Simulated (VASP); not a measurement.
The system is PbSe (Clausthalite).

```
CELL_PARAMETERS angstrom
0.00000 3.06065 3.06065
3.06065 0.00000 3.06065
3.06065 3.06065 0.00000
ATOMIC_POSITIONS crystal
Pb 0.00000 0.00000 0.00000
Se 0.50000 0.50000 0.50000
```

Base run:

```yaml
Program: VASP 6.6.1
Functional: RPBE
Potentials_or_basis: VASP PAW PBE potentials, release 64 (Pb_d, Se)
Cutoff: 500 eV
k_mesh: 5 × 5 × 5
Occupations: gaussian, width 0.01 eV
Spin: no spin polarisation
```

Its results: pressure 4.1 GPa.

Q: The run is repeated on the same cell with these changes: functional from RPBE to LDA; potentials or basis from VASP PAW PBE potentials, release 64 (Pb_d, Se) to VASP PAW LDA potentials, release 64 (Pb_d, Se). What comes out?

A: Pressure -2.2 GPa.

Caveats: the PAW data sets were made with another functional, which shifts forces and pressure a little (some runs).
